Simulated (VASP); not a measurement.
## B2SbP3: single point with PBE

B2SbP3:

```
CELL_PARAMETERS angstrom
3.73689 0.00000 0.00000
-1.86845 3.23624 0.00000
0.00000 0.00000 9.07742
ATOMIC_POSITIONS crystal
B 0.33333 0.66667 0.67169
B 0.66667 0.33333 0.32831
Sb 0.00000 0.00000 0.00000
P 0.00000 0.00000 0.50000
P 0.33333 0.66667 0.15693
P 0.66667 0.33333 0.84307
```

The cell was built from a structure type or drawn by symmetry, and may not be a known phase.

```yaml
Program: VASP 6.6.1
Task: single point
Functional: PBE
Potentials_or_basis: VASP PAW PBE potentials, release 64 (B, Sb, P)
Cutoff: 520 eV
k_mesh: 6 × 6 × 2
Occupations: gaussian, width 0.1 eV
Spin: no spin polarisation
```

```json
{
  "Pressure": "-9.5 GPa",
  "Largest force": "2.917 eV/Å",
  "Band gap on the k mesh": "zero (bands 13 and 14 overlap by 1.87 eV)"
}
```

Forces on the atoms (eV/Å):
```
B    0.000  0.000 -0.497
B    0.000  0.000  0.497
Sb   0.000  0.000  0.000
P    0.000  0.000  0.000
P    0.000  0.000  2.917
P    0.000  0.000 -2.917
```

Stress tensor (GPa, compression positive):
```
 -9.06   0.00   0.00
  0.00  -9.06   0.00
  0.00   0.00 -10.40
```

Levels at points of the mesh, in eV from the Fermi level:
```
           k point  band 9  band 10  band 11  band 12  band 13  band 14  band 15  band 16  band 17  band 18
(0.00, 0.00, 0.00)   -0.87    -0.87    -0.58     0.15     0.15     1.40     1.46     1.94     1.94     2.00
(0.50, 0.00, 0.00)   -2.99    -2.18    -2.11    -1.41    -1.17    -0.37    -0.34     2.70     3.26     3.34
(0.00, 0.00, 0.50)   -0.86    -0.86     0.28     0.28     0.70     1.07     1.07     1.18     1.49     2.56
(0.50, 0.00, 0.50)   -3.80    -2.03    -1.95    -1.91    -0.10     0.04     1.10     1.17     1.87     2.55
```

It took 59 s on 1 thread of Intel Xeon 8259CL, with other jobs on the host, peak memory 0.23 GiB.

Caveat: the cell stands under tension; spin-orbit coupling is left out, which moves the levels of the heavy elements; forces of over 1 eV/Å act on the atoms, so gaps and moduli don't describe the material at rest.
